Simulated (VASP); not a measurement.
# MoS2 (P-3m1) in VASP: further runs

The runs below take MoS2 through single point, with r2SCAN.

Program: VASP 6.6.1. These are calculated values, not measurements. Logs are shortened: lines on timing, memory, paths and dates and some standing lists are left out, and cuts for length are marked.

## 1. The cell of the first run

Symmetry: P-3m1, No. 164, trigonal system. The conventional cell has a = 3.227 Å, b = 3.227 Å, c = 6.312 Å, α = 90.00°, β = 90.00°, γ = 120.00°. Within 3.3 Å of Mo (site symmetry -3m) lie 6 S at 2.42 Å and 6 Mo at 3.23 Å. S (site symmetry 3m) has 3 Mo at 2.42 Å and 6 S at 3.23 Å within 3.3 Å.

## 2. Single point, r2SCAN

Input file POSCAR:

```
MoS2
1.0
    3.2274650000      0.0000000000      0.0000000000
   -1.6137320000      2.7950660000      0.0000000000
    0.0000000000      0.0000000000      6.3124730000
Mo S
1 2
Direct
    0.0000000000      0.0000000000      0.5000000000
    0.3333333333      0.6666666667      0.2553190000
    0.6666666667      0.3333333333      0.7446810000
```

Input file INCAR.step1:

```
SYSTEM = MoS2
  PREC = Accurate
  ENCUT = 520
  ISMEAR = 1
  SIGMA = 0.1
  LREAL = .False.
  LASPH = .True.
  NELM = 80
  NBANDS = 20
  GGA = PE
  ALGO = Normal
  EDIFF = 1E-4
  LWAVE = .True.
  LCHARG = .False.
```

Input file INCAR.step2:

```
SYSTEM = MoS2
  PREC = Accurate
  ENCUT = 520
  EDIFF = 1E-7
  ISMEAR = 1
  SIGMA = 0.1
  LREAL = .False.
  LASPH = .True.
  NELM = 80
  ALGO = Normal
  ISIF = 2
  LWAVE = .False.
  LCHARG = .False.
  METAGGA = R2SCAN
  LMIXTAU = .True.
  NBANDS = 20
  ISTART = 1
```

Input file KPOINTS:

```
Automatic mesh
0
Gamma
  11 11 5
  0 0 0
```

Potentials or basis: VASP PAW PBE potentials, release 64 (Mo_sv, S).

The run is started by

```
$ cat potpaw_PBE.64/Mo_sv/POTCAR potpaw_PBE.64/S/POTCAR > POTCAR
$ cp INCAR.step1 INCAR
$ mpirun -np 1 vasp_std > vasp.out
$ cp INCAR.step2 INCAR
$ mpirun -np 1 vasp_std > vasp.out
```

OUTCAR:

```text
SYSTEM = MoS2
   PREC = Accurate
   ENCUT = 520
   EDIFF = 1E-7
   ISMEAR = 1
   LREAL = .False.
   LASPH = .True.
   NELM = 80
   ISIF = 2
   METAGGA = R2SCAN
   ISTART = 1

 ion  position               nearest neighbor table
   1  0.000  0.000  0.500-   2 2.42   3 2.42   3 2.42   2 2.42   3 2.42   2 2.42
   2  0.333  0.667  0.255-   1 2.42   1 2.42   1 2.42
   3  0.667  0.333  0.745-   1 2.42   1 2.42   1 2.42

  LATTYP: Found a hexagonal cell.
 ALAT       =     3.2274650000
 C/A-ratio  =     1.9558610241

  Lattice vectors:

 A1 = (   3.2274650000,   0.0000000000,   0.0000000000)
 A2 = (  -1.6137320000,   2.7950660000,   0.0000000000)
 A3 = (   0.0000000000,   0.0000000000,   6.3124730000)

Analysis of symmetry for initial positions (statically):
=====================================================================
 Subroutine PRICEL returns:
 Original cell was already a primitive cell.

 Routine SETGRP: Setting up the symmetry group for a
 hexagonal supercell.

 Subroutine GETGRP returns: Found 12 space group operations
 (whereof 12 operations were pure point group operations)
 out of a pool of 24 trial point group operations.

The static configuration has the point symmetry D_3d.

Analysis of symmetry for dynamics (positions and initial velocities):
=====================================================================
 Subroutine PRICEL returns:
 Original cell was already a primitive cell.

 Routine SETGRP: Setting up the symmetry group for a
 hexagonal supercell.

 Subroutine GETGRP returns: Found 12 space group operations
 (whereof 12 operations were pure point group operations)
 out of a pool of 24 trial point group operations.

The dynamic configuration has the point symmetry D_3d.

 Subroutine INISYM returns: Found 12 space group operations
 (whereof 12 operations are pure point group operations),
 and found     1 'primitive' translations

----------------------------------------------------------------------------------------

                                     Primitive cell

  volume of cell :      56.9447

  direct lattice vectors                    reciprocal lattice vectors
     3.227465000  0.000000000  0.000000000     0.309840695  0.178886597  0.000000000
    -1.613732000  2.795066000  0.000000000     0.000000000  0.357773305  0.000000000
     0.000000000  0.000000000  6.312473000     0.000000000  0.000000000  0.158416519

  length of vectors
     3.227465000  3.227464161  6.312473000     0.357773212  0.357773305  0.158416519

  position of ions in fractional coordinates (direct lattice)
     0.000000000  0.000000000  0.500000000
     0.333333333  0.666666667  0.255319000
     0.666666667  0.333333333  0.744681000

  ion indices of the primitive-cell ions
   primitive index   ion index
                 1           1
                 2           2
                 3           3

----------------------------------------------------------------------------------------

 KPOINTS: Automatic mesh

Automatic generation of k-mesh.
 Grid dimensions read from file:
 generate k-points for:   11   11    5

 Generating k-lattice:

  Cartesian coordinates                     Fractional coordinates (reciprocal lattice)
     0.028167336  0.016262418  0.000000000     0.090909091 -0.000000000  0.000000000
     0.000000000  0.032524846  0.000000000     0.000000000  0.090909091  0.000000000
     0.000000000  0.000000000  0.031683304     0.000000000  0.000000000  0.200000000

  Length of vectors
     0.032524837  0.032524846  0.031683304

  Shift w.r.t. Gamma in fractional coordinates (k-lattice)
     0.000000000  0.000000000  0.000000000

 Subroutine IBZKPT returns following result:
 ===========================================

 Found     68 irreducible k-points:

 Following reciprocal coordinates:
            Coordinates               Weight
  0.000000  0.000000  0.000000      1.000000
  0.090909 -0.000000  0.000000      6.000000
  0.181818 -0.000000  0.000000      6.000000
  0.272727 -0.000000  0.000000      6.000000
  0.363636  0.000000  0.000000      6.000000
  0.454545 -0.000000  0.000000      6.000000
[... 16 lines left out ...]
  0.000000  0.272727  0.200000      6.000000
  0.363636  0.000000  0.200000      6.000000
 [... further k-points ...]
   k-points           NKPTS =     68   k-points in BZ     NKDIM =     68   number of bands    NBANDS=     20
   number of dos      NEDOS =    301   number of ions     NIONS =      3
   total plane-waves  NPLWV =  27648
   dimension x,y,z NGX =    24 NGY =   24 NGZ =   48
   dimension x,y,z NGXF=    48 NGYF=   48 NGZF=   96
   ions per type =               1   2
   NGX,Y,Z   is equivalent  to a cutoff of  12.36, 12.36, 12.64 a.u.
   NGXF,Y,Z  is equivalent  to a cutoff of  24.72, 24.72, 25.28 a.u.
 SYSTEM =  MoS2
   PREC   = accura    normal or accurate (medium, high low for compatibility)
   ISTART =      1    job   : 0-new  1-cont  2-samecut
   ICHARG =      0    charge: 1-file 2-atom 10-const
   ISPIN  =      1    spin polarized calculation?
   LNONCOLLINEAR =      F non collinear calculations
   LSORBIT =      F    spin-orbit coupling
   LASPH  =      T    aspherical Exc in radial PAW
   ENCUT  =  520.0 eV  38.22 Ry    6.18 a.u.   6.00  6.00 11.74*2*pi/ulx,y,z
   NELM   =     80;   NELMIN=  2; NELMDL=  0     # of ELM steps
   EDIFF  = 0.1E-06   stopping-criterion for ELM
   LREAL  =      F    real-space projection
   EDIFFG = 0.1E-05   stopping-criterion for IOM
   NSW    =      0    number of steps for IOM
   IBRION =     -1    ionic relax: 0-MD 1-quasi-New 2-CG
   NFREE  =      0    steps in history (QN), initial steepest desc. (CG)
   ISIF   =      2    stress and relaxation
   ISYM   =      2    0-nonsym 1-usesym 2-fastsym
   POTIM  = 0.5000    time-step for ionic-motion
   TEBEG  =    0.0;   TEEND  =   0.0 temperature during run
   PSTRESS=    0.0 pullay stress
   NELECT =      26.0000    total number of electrons
   NUPDOWN=      -1.0000    fix difference up-down
   EMIN   =  10.00;   EMAX   =-10.00  energy-range for DOS
   EFERMI =   0.00;   METHOD = LEGACY
   ISMEAR =     1;   SIGMA  =   0.10  broadening in eV -4-tet -1-fermi 0-gaus
   EFERMI_NEDOS =   21; number of points for ismear=-14 and -15
   IALGO  =     38    algorithm
   IMIX   =      4    mixing-type and parameters
     AMIX     =   0.40;   BMIX     =  1.00
     AMIX_MAG =   1.60;   BMIX_MAG =  1.00
  volume/ion in A,a.u.               =      18.98       128.09
  Fermi-wavevector in a.u.,A,eV,Ry     =   1.260612  2.382212 21.621611  1.589144
  Thomas-Fermi vector in A             =   2.394113
   LORBIT       =      0    0 simple, 1 ext, 2 COOP (PROOUT), +10 PAW based schemes
   METAGGA = R2SCAN    functional components
   LHFCALC =     F    Hartree Fock is set to
   AEXX    =    0.0000 exact exchange contribution
   IVDW    =     0    specifies the selected vdW correction
   LEPSILON=     F    determine dielectric tensor
   LRPA    =     F    only Hartree local field effects (RPA)
 non-spin polarized calculation
 Methfessel and Paxton  Order N= 1 SIGMA  =   0.10
  energy-cutoff  :      520.00
  volume of cell :       56.94
 maximum number of plane-waves:      1557
   NGX = 13   NGY = 13   NGZ = 23

 number of electron      26.0000001 magnetization

 Free energy of the ion-electron system (eV)
  ---------------------------------------------------
  ext. energy  EPLUGINS =         0.00000000
  ---------------------------------------------------
  free energy    TOTEN  =       -44.15050380 eV

  energy without entropy =      -44.14855855  energy(sigma->0) =      -44.14985538

 E-fermi :   6.8998     XC(G=0): -11.0985

 val. band max:        6.8974087279   @ k =   0.0909  -0.0000   0.4000
 cond. band min:       6.9074135216   @ k =   0.0909  -0.0000   0.2000
 fundamental gap:      0.0100047937
 Fermi energy:         6.8998320972

 k-point     1 :       0.0000    0.0000    0.0000
  band No.  band energies     occupation
      1     -56.9745      2.00000
      2     -30.2756      2.00000
      3     -30.2445      2.00000
      4     -30.2445      2.00000
      5      -8.7260      2.00000
      6      -7.2185      2.00000
[... 12 lines left out ...]
     19      13.7133      0.00000
     20      16.9053      0.00000

 k-point     2 :       0.0909   -0.0000    0.0000
  band No.  band energies     occupation
      1     -56.9717      2.00000
      2     -30.2726      2.00000
      3     -30.2697      2.00000
      4     -30.2509      2.00000
      5      -8.5965      2.00000
      6      -7.1933      2.00000
[... 12 lines left out ...]
     19      14.1169      0.00000
     20      16.5585      0.00000

 k-point     3 :       0.1818   -0.0000    0.0000
  band No.  band energies     occupation
      1     -56.9644      2.00000
      2     -30.3470      2.00000
      3     -30.2680      2.00000
      4     -30.2546      2.00000
      5      -8.2315      2.00000
      6      -7.1226      2.00000
[... 12 lines left out ...]
     19      15.0615      0.00000
     20      16.3597      0.00000

 k-point     4 :       0.2727   -0.0000    0.0000
  band No.  band energies     occupation
      1     -56.9549      2.00000
      2     -30.4433      2.00000
      3     -30.2904      2.00000
      4     -30.2345      2.00000
      5      -7.7141      2.00000
      6      -7.0085      2.00000
[... 12 lines left out ...]
     19      14.8005      0.00000
     20      15.4116      0.00000

 k-point     5 :       0.3636    0.0000    0.0000
  band No.  band energies     occupation
      1     -56.9460      2.00000
      2     -30.5305      2.00000
      3     -30.3108      2.00000
      4     -30.2159      2.00000
      5      -7.2683      2.00000
      6      -6.7784      2.00000
[... 12 lines left out ...]
     19      14.1984      0.00000
     20      15.1584      0.00000
[... 353 lines left out ...]
      6      -7.2101      2.00000
[... 12 lines left out ...]
     19      15.3709      0.00000
     20      16.7006      0.00000

 k-point    22 :       0.2727   -0.0000    0.2000
  band No.  band energies     occupation
      1     -56.9549      2.00000
      2     -30.4433      2.00000
      3     -30.2904      2.00000
      4     -30.2345      2.00000
      5      -7.7019      2.00000
      6      -7.0194      2.00000
[... 12 lines left out ...]
     19      14.3440      0.00000
     20      16.2843      0.00000

 k-point    23 :       0.0000    0.2727    0.2000
  band No.  band energies     occupation
      1     -56.9549      2.00000
      2     -30.4433      2.00000
      3     -30.2904      2.00000
      4     -30.2345      2.00000
      5      -7.6399      2.00000
      6      -7.1025      2.00000
[... 12 lines left out ...]
     19      15.1316      0.00000
     20      15.5285      0.00000

 k-point    24 :       0.3636    0.0000    0.2000
  band No.  band energies     occupation
      1     -56.9460      2.00000
      2     -30.5305      2.00000
      3     -30.3108      2.00000
      4     -30.2159      2.00000
      5      -7.3183      2.00000
      6      -6.7104      2.00000
[... 12 lines left out ...]
     19      13.8116      0.00000
     20      16.4666      0.00000

 [... further k-points ...]

------------------------ aborting loop because EDIFF is reached ----------------------------------------

  FORCE on cell =-STRESS in cart. coord.  units (eV):
  Direction    XX          YY          ZZ          XY          YZ          ZX
  --------------------------------------------------------------------------------------
  -------------------------------------------------------------------------------------
  Total        0.0459482      0.0459482      0.0813050      0.0000000      0.0000000      0.0000000
  in kB        1.2927836      1.2927830      2.2875725      0.0000002      0.0000000      0.0000000
  external PRESSURE =       1.6243797 kB  Pullay stress =       0.0000000 kB

 VOLUME and BASIS-vectors are now :
 -----------------------------------------------------------------------------
  energy-cutoff  :      520.00
  volume of cell :       56.94
      direct lattice vectors                 reciprocal lattice vectors
     3.227465000  0.000000000  0.000000000     0.309840695  0.178886597  0.000000000
    -1.613732000  2.795066000  0.000000000     0.000000000  0.357773305  0.000000000
     0.000000000  0.000000000  6.312473000     0.000000000  0.000000000  0.158416519

 POSITION                                       TOTAL-FORCE (eV/Angst)
 -----------------------------------------------------------------------------------
      0.00000      0.00000      3.15624        -0.000000      0.000000      0.000000
      0.00000      1.86338      1.61169        -0.000000      0.000000     -0.051817
      1.61373      0.93169      4.70078         0.000000      0.000000      0.051817
 -----------------------------------------------------------------------------------
    total drift:                                0.000000      0.000000      0.000000

  FREE ENERGIE OF THE ION-ELECTRON SYSTEM (eV)
  ---------------------------------------------------
  free  energy   TOTEN  =       -44.1505037984 eV

  energy  without entropy=      -44.1485585481  energy(sigma->0) =      -44.14985538
```

Run time: 4.4 min. Hardware: 1 thread of AMD EPYC 7R13 (Zen 3), shared host; peak memory 0.19 GiB.

Results:

```
Free energy            : -44.1505 eV
Pressure               : 0.2 GPa
Largest force          : 0.052 eV/Å
Band gap on the k mesh : zero (bands 13 and 14 overlap by 0.84 eV)
```

Forces in eV/Å, atoms in the order of the input:
```
Mo   0.000  0.000  0.000
S    0.000  0.000 -0.052
S    0.000  0.000  0.052
```

Stress tensor (GPa, compression positive):
```
0.13 0.00 0.00
0.00 0.13 0.00
0.00 0.00 0.23
```

Levels at points of the mesh, in eV from the Fermi level:
```tsv
k point	band 10	band 11	band 12	band 13	band 14	band 15	band 16	band 17
(0.00, 0.00, 0.00)	-2.08	-1.14	-1.07	-1.07	-0.48	-0.48	3.28	3.28
```

Caveat: the PAW data sets were made with another functional, which shifts forces and pressure a little.

[end of part 1 of 2]
